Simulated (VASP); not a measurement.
## PtSe2: single point with PBEsol

Crystal: PtSe2.

```xyz
3
Lattice="3.7373 0.0000 0.0000 -1.8687 3.2366 0.0000 0.0000 0.0000 4.6460" Properties=species:S:1:pos:R:3 pbc="T T T"
Pt    0.0000    0.0000    0.0000
Se    0.0000    2.1577    1.2632
Se    1.8687    1.0789    3.3828
```

* Program: VASP 6.6.1
* Task: single point
* Functional: PBEsol
* Potentials or basis: VASP PAW PBE potentials, release 64 (Pt, Se)
* Cutoff: 520 eV
* k mesh: 12 × 12 × 8
* Occupations: fermi-dirac, width 0.15 eV
* Spin: no spin polarisation

The pressure is 4.1 GPa and the largest force is 0.017 eV/Å. The band gap on the k mesh is zero (band 11 reaches 8.23 eV, above the bottom of band 12 at 7.24 eV).

Forces in eV/Å, atoms in the order of the input:
```
Pt   0.000  0.000  0.000
Se   0.000  0.000  0.017
Se   0.000  0.000 -0.017
```

Levels at points of the mesh, in eV from the Fermi level:
```tsv
k point	band 8	band 9	band 10	band 11	band 12	band 13	band 14	band 15
(0.00, 0.00, 0.00)	-2.46	-0.97	-0.97	0.99	0.99	1.02	3.07	4.37
(0.50, 0.00, 0.00)	-3.62	-3.36	-3.30	-2.96	0.54	2.84	5.29	6.28
(0.00, 0.00, 0.50)	-2.96	-1.87	-1.87	-1.64	2.59	2.59	5.06	6.48
(0.50, 0.00, 0.50)	-3.39	-3.10	-2.57	-1.01	0.52	1.65	4.90	5.37
```

It took 3 min on 1 thread of AMD EPYC 7R43 64-Core Processor (Zen 3), on a shared host, peak memory 0.23 GiB.

Caveat: the PAW data sets were made with another functional, which shifts forces and pressure a little; spin-orbit coupling is left out, which moves the levels of the heavy elements.
